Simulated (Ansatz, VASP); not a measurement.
# One calculation of Al2InN3, two programs

```
Al In N
1.0
     2.99344    0.00000    0.00000
     0.00000    2.99344    0.00000
     0.00000    0.00000    8.45176
Al In N
2 1 3
Cartesian
  0.0000 0.0000 -0.7743
  1.4967 1.4967 5.7222
  1.4967 1.4967 1.5632
  0.0000 0.0000 5.6134
  0.0000 0.0000 1.3491
  1.4967 1.4967 7.6557
```

Change from the starting cell: species swapped into the Dy2CuAg3 type (P4mm, No. 99).

Alike in both runs: functional PBE; k mesh 6 × 6 × 2; occupations gaussian, width 0.1 eV; collinear spin.

Ansatz relaxed the structure, and its values are those at the end. VASP's run is a single point on that final structure, the one shown.

|  | VASP | Ansatz |
| --- | --- | --- |
| version | VASP 6.6.1 | Ansatz 0.2.0 |
| potentials or method | VASP PAW PBE potentials, release 64 (Al, In_d, N), cutoff 520 eV | scalar-relativistic, plane waves, PAW |
| valence electrons in the cell | 34 | 34 |

VASP gave:

| Property | Result |
| --- | --- |
| gap on the k mesh at the Fermi level (eV) | 0.57 |
| least direct gap on the mesh (eV) | 1.32 |
| pressure (GPa) | -0.2 |
| rms of the force components (eV/Å) | 0.007 |
| net moment per atom (μB) | 0.00 |

Which values does Ansatz return?

gap on the k mesh at the Fermi level (eV): 0.58; least direct gap on the mesh (eV): 1.33; pressure (GPa): -0.3; rms of the force components (eV/Å): 0.010; net moment per atom (μB): 0.00.

Ansatz's warnings: seeded moment not kept.
